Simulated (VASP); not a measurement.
# YS (Fm-3m) in VASP: a series of runs

YS is run at these levels: LDA; tasks: single point.

Everything below comes from runs of VASP 6.6.1. Logs are shortened: lines on timing, memory, paths and dates and some standing lists are left out, and cuts for length are marked.

## (1) The cell of the first run

It takes space group Fm-3m (No. 225, cubic). Conventional cell: a = 5.577 Å, b = 5.577 Å, c = 5.577 Å, α = 90.00°, β = 90.00°, γ = 90.00°. Within 3.7 Å of Y (site symmetry m-3m) lie 6 S at 2.79 Å. S (site symmetry m-3m) has 6 Y at 2.79 Å within 3.7 Å.

## (2) Single point, LDA

File INCAR:

```
SYSTEM = YS
ALGO     = Normal         ! electronic algorithm
EDIFF    = 1E-6           ! SCF threshold, eV
ENCUT    = 520            ! plane-wave cutoff, eV
GGA      = CA             ! functional
ISIF     = 2              ! what is computed and relaxed
ISMEAR   = 1              ! smearing method
LASPH    = .True.         ! aspherical terms in the spheres
LCHARG   = .False.        ! write CHGCAR
LREAL    = .False.        ! projectors in reciprocal space
LWAVE    = .False.        ! write WAVECAR
NBANDS   = 16             ! bands
NELM     = 80             ! most SCF steps
PREC     = Accurate       ! precision mode
SIGMA    = 0.15           ! smearing width, eV
```

File KPOINTS:

```
k-points
0
Gamma
  7 7 7
  0 0 0
```

File POSCAR:

```
YS
1.0
    0.0000000000      2.7886358644      2.7886358644
    2.7886358644      0.0000000000      2.7886358644
    2.7886358644      2.7886358644      0.0000000000
Y S
1 1
Direct
    0.5000000000      0.5000000000      0.5000000000
    0.0000000000      0.0000000000      0.0000000000
```

Potentials or basis: VASP PAW LDA potentials, release 64 (Y_sv, S).

Started as:

```bash
> cat potpaw_LDA.64/Y_sv/POTCAR potpaw_LDA.64/S/POTCAR > POTCAR
> mpirun -np 1 vasp_std > vasp.out
```

OUTCAR:

```text
SYSTEM = YS
   EDIFF = 1E-6
   ENCUT = 520
   GGA = CA
   ISIF = 2
   ISMEAR = 1
   LASPH = .True.
   LREAL = .False.
   NELM = 80
   PREC = Accurate

 ion  position               nearest neighbor table
   1  0.500  0.500  0.500-   2 2.79   2 2.79   2 2.79   2 2.79   2 2.79   2 2.79
   2  0.000  0.000  0.000-   1 2.79   1 2.79   1 2.79   1 2.79   1 2.79   1 2.79

  LATTYP: Found a face centered cubic cell.
 ALAT       =     5.5772717288

  Lattice vectors:

 A1 = (   0.0000000000,   2.7886358644,   2.7886358644)
 A2 = (   2.7886358644,   0.0000000000,   2.7886358644)
 A3 = (   2.7886358644,   2.7886358644,   0.0000000000)

Analysis of symmetry for initial positions (statically):
=====================================================================
 Subroutine PRICEL returns:
 Original cell was already a primitive cell.

 Routine SETGRP: Setting up the symmetry group for a
 face centered cubic supercell.

 Subroutine GETGRP returns: Found 48 space group operations
 (whereof 48 operations were pure point group operations)
 out of a pool of 48 trial point group operations.

The static configuration has the point symmetry O_h .

Analysis of symmetry for dynamics (positions and initial velocities):
=====================================================================
 Subroutine PRICEL returns:
 Original cell was already a primitive cell.

 Routine SETGRP: Setting up the symmetry group for a
 face centered cubic supercell.

 Subroutine GETGRP returns: Found 48 space group operations
 (whereof 48 operations were pure point group operations)
 out of a pool of 48 trial point group operations.

The dynamic configuration has the point symmetry O_h .

 Subroutine INISYM returns: Found 48 space group operations
 (whereof 48 operations are pure point group operations),
 and found     1 'primitive' translations

----------------------------------------------------------------------------------------

                                     Primitive cell

  volume of cell :      43.3716

  direct lattice vectors                    reciprocal lattice vectors
     0.000000000  2.788635864  2.788635864    -0.179299136  0.179299136  0.179299136
     2.788635864  0.000000000  2.788635864     0.179299136 -0.179299136  0.179299136
     2.788635864  2.788635864  0.000000000     0.179299136  0.179299136 -0.179299136

  length of vectors
     3.943726660  3.943726660  3.943726660     0.310555213  0.310555213  0.310555213

  position of ions in fractional coordinates (direct lattice)
     0.500000000  0.500000000  0.500000000
     0.000000000  0.000000000  0.000000000

  ion indices of the primitive-cell ions
   primitive index   ion index
                 1           1
                 2           2

----------------------------------------------------------------------------------------

 KPOINTS: k-points

Automatic generation of k-mesh.
 Grid dimensions read from file:
 generate k-points for:    7    7    7

 Generating k-lattice:

  Cartesian coordinates                     Fractional coordinates (reciprocal lattice)
    -0.025614162  0.025614162  0.025614162     0.142857143  0.000000000  0.000000000
     0.025614162 -0.025614162  0.025614162     0.000000000  0.142857143  0.000000000
     0.025614162  0.025614162 -0.025614162     0.000000000  0.000000000  0.142857143

  Length of vectors
     0.044365030  0.044365030  0.044365030

  Shift w.r.t. Gamma in fractional coordinates (k-lattice)
     0.000000000  0.000000000  0.000000000

 Subroutine IBZKPT returns following result:
 ===========================================

 Found     20 irreducible k-points:

 Following reciprocal coordinates:
            Coordinates               Weight
  0.000000  0.000000  0.000000      1.000000
  0.142857  0.000000  0.000000      8.000000
  0.285714  0.000000  0.000000      8.000000
  0.428571  0.000000  0.000000      8.000000
  0.142857  0.142857  0.000000      6.000000
  0.285714  0.142857  0.000000     24.000000
[... 12 lines left out ...]
 -0.428571  0.428571  0.142857     24.000000
 -0.285714  0.428571  0.142857     24.000000
   k-points           NKPTS =     20   k-points in BZ     NKDIM =     20   number of bands    NBANDS=     16
   number of dos      NEDOS =    301   number of ions     NIONS =      2
   total plane-waves  NPLWV =  27000
   dimension x,y,z NGX =    30 NGY =   30 NGZ =   30
   dimension x,y,z NGXF=    60 NGYF=   60 NGZF=   60
   ions per type =               1   1
   NGX,Y,Z   is equivalent  to a cutoff of  12.65, 12.65, 12.65 a.u.
   NGXF,Y,Z  is equivalent  to a cutoff of  25.29, 25.29, 25.29 a.u.
 SYSTEM =  YS
   PREC   = accura    normal or accurate (medium, high low for compatibility)
   ISTART =      0    job   : 0-new  1-cont  2-samecut
   ICHARG =      2    charge: 1-file 2-atom 10-const
   ISPIN  =      1    spin polarized calculation?
   LNONCOLLINEAR =      F non collinear calculations
   LSORBIT =      F    spin-orbit coupling
   LASPH  =      T    aspherical Exc in radial PAW
   ENCUT  =  520.0 eV  38.22 Ry    6.18 a.u.   7.33  7.33  7.33*2*pi/ulx,y,z
   NELM   =     80;   NELMIN=  2; NELMDL= -5     # of ELM steps
   EDIFF  = 0.1E-05   stopping-criterion for ELM
   LREAL  =      F    real-space projection
   EDIFFG = 0.1E-04   stopping-criterion for IOM
   NSW    =      0    number of steps for IOM
   IBRION =     -1    ionic relax: 0-MD 1-quasi-New 2-CG
   NFREE  =      0    steps in history (QN), initial steepest desc. (CG)
   ISIF   =      2    stress and relaxation
   ISYM   =      2    0-nonsym 1-usesym 2-fastsym
   POTIM  = 0.5000    time-step for ionic-motion
   TEBEG  =    0.0;   TEEND  =   0.0 temperature during run
   PSTRESS=    0.0 pullay stress
   NELECT =      17.0000    total number of electrons
   NUPDOWN=      -1.0000    fix difference up-down
   EMIN   =  10.00;   EMAX   =-10.00  energy-range for DOS
   EFERMI =   0.00;   METHOD = LEGACY
   ISMEAR =     1;   SIGMA  =   0.15  broadening in eV -4-tet -1-fermi 0-gaus
   EFERMI_NEDOS =   21; number of points for ismear=-14 and -15
   IALGO  =     38    algorithm
   IMIX   =      4    mixing-type and parameters
     AMIX     =   0.40;   BMIX     =  1.00
     AMIX_MAG =   1.60;   BMIX_MAG =  1.00
  volume/ion in A,a.u.               =      21.69       146.34
  Fermi-wavevector in a.u.,A,eV,Ry     =   1.198090  2.264061 19.530060  1.435419
  Thomas-Fermi vector in A             =   2.333988
   LORBIT       =      0    0 simple, 1 ext, 2 COOP (PROOUT), +10 PAW based schemes
   GGA     = CA    functional components
   LHFCALC =     F    Hartree Fock is set to
   AEXX    =    0.0000 exact exchange contribution
   IVDW    =     0    specifies the selected vdW correction
   LEPSILON=     F    determine dielectric tensor
   LRPA    =     F    only Hartree local field effects (RPA)
 non-spin polarized calculation
 Methfessel and Paxton  Order N= 1 SIGMA  =   0.15
  energy-cutoff  :      520.00
  volume of cell :       43.37
 maximum number of plane-waves:      1211
 NGX is ok and might be reduce to    30
   NGX = 15   NGY = 15   NGZ = 15

 number of electron      16.9999999 magnetization

 Free energy of the ion-electron system (eV)
  ---------------------------------------------------
  ext. energy  EPLUGINS =         0.00000000
  ---------------------------------------------------
  free energy    TOTEN  =       -15.93898652 eV

  energy without entropy =      -15.93812010  energy(sigma->0) =      -15.93869771

 E-fermi :   6.4497     XC(G=0): -10.5681

 val. band max:        6.2946689818   @ k =   0.1429   0.0000   0.0000
 cond. band min:       6.4925522326   @ k =   0.4286   0.1429   0.0000
 fundamental gap:      0.1978832508
 Fermi energy:         6.4496976518

 k-point     1 :       0.0000    0.0000    0.0000
  band No.  band energies     occupation
      1     -36.9671      2.00000
      2     -17.0231      2.00000
      3     -17.0231      2.00000
      4     -17.0231      2.00000
      5      -8.5593      2.00000
      6       2.9278      2.00000
[... 8 lines left out ...]
     15      13.0766      0.00000
     16      18.4878      0.00000

 k-point     2 :       0.1429    0.0000    0.0000
  band No.  band energies     occupation
      1     -36.9626      2.00000
      2     -17.0958      2.00000
      3     -17.0285      2.00000
      4     -17.0285      2.00000
      5      -8.3577      2.00000
      6       1.9563      2.00000
[... 8 lines left out ...]
     15      13.8859      0.00000
     16      16.9091      0.00000

 k-point     3 :       0.2857    0.0000    0.0000
  band No.  band energies     occupation
      1     -36.9526      2.00000
      2     -17.2523      2.00000
      3     -17.0406      2.00000
      4     -17.0406      2.00000
      5      -7.8791      2.00000
      6       0.4686      2.00000
[... 8 lines left out ...]
     15      13.9799      0.00000
     16      15.0464      0.00000

 k-point     4 :       0.4286    0.0000    0.0000
  band No.  band energies     occupation
      1     -36.9445      2.00000
      2     -17.3716      2.00000
      3     -17.0502      2.00000
      4     -17.0502      2.00000
      5      -7.4564      2.00000
      6      -0.4921      2.00000
[... 8 lines left out ...]
     15      12.8643      0.00000
     16      12.8643      0.00000
[... 248 lines left out ...]
 k-point    18 :      -0.4286    0.2857    0.1429
  band No.  band energies     occupation
      1     -36.9396      2.00000
      2     -17.2982      2.00000
      3     -17.1466      2.00000
      4     -17.0855      2.00000
      5      -7.6179      2.00000
      6       0.1521      2.00000
[... 8 lines left out ...]
     15      12.8819      0.00000
     16      13.8854      0.00000

 k-point    19 :      -0.4286    0.4286    0.1429
  band No.  band energies     occupation
      1     -36.9371      2.00000
      2     -17.2668      2.00000
      3     -17.1544      2.00000
      4     -17.1293      2.00000
      5      -7.7943      2.00000
      6       0.7295      2.00000
[... 8 lines left out ...]
     15      13.2650      0.00000
     16      15.0535      0.00000

 k-point    20 :      -0.2857    0.4286    0.1429
  band No.  band energies     occupation
      1     -36.9364      2.00000
      2     -17.2249      2.00000
      3     -17.2220      2.00000
      4     -17.1216      2.00000
      5      -7.6986      2.00000
      6       0.7312      2.00000
[... 8 lines left out ...]
     15      13.7312      0.00000
     16      13.9804      0.00000

------------------------ aborting loop because EDIFF is reached ----------------------------------------

  FORCE on cell =-STRESS in cart. coord.  units (eV):
  Direction    XX          YY          ZZ          XY          YZ          ZX
  --------------------------------------------------------------------------------------
  -------------------------------------------------------------------------------------
  Total       -2.1316317     -2.1316317     -2.1316317     -0.0000000      0.0000000      0.0000000
  in kB      -78.7439739    -78.7439739    -78.7439739     -0.0000000      0.0000000      0.0000000
  external PRESSURE =     -78.7439739 kB  Pullay stress =       0.0000000 kB

 VOLUME and BASIS-vectors are now :
 -----------------------------------------------------------------------------
  energy-cutoff  :      520.00
  volume of cell :       43.37
      direct lattice vectors                 reciprocal lattice vectors
     0.000000000  2.788635864  2.788635864    -0.179299136  0.179299136  0.179299136
     2.788635864  0.000000000  2.788635864     0.179299136 -0.179299136  0.179299136
     2.788635864  2.788635864  0.000000000     0.179299136  0.179299136 -0.179299136

 POSITION                                       TOTAL-FORCE (eV/Angst)
 -----------------------------------------------------------------------------------
      2.78864      2.78864      2.78864         0.000000      0.000000      0.000000
      0.00000      0.00000      0.00000        -0.000000     -0.000000     -0.000000
 -----------------------------------------------------------------------------------
    total drift:                                0.000000     -0.000000      0.000000

  FREE ENERGIE OF THE ION-ELECTRON SYSTEM (eV)
  ---------------------------------------------------
  free  energy   TOTEN  =       -15.9389865192 eV

  energy  without entropy=      -15.9381200977  energy(sigma->0) =      -15.93869771
```

Run time: 23 s. Hardware: 1 thread of Intel Xeon Platinum 8488C (Sapphire Rapids), shared host; peak memory 0.17 GiB.

What came out:

```
Free energy : -15.9390 eV
Pressure    : -7.9 GPa
```

(Continued in part 2 of 2.)
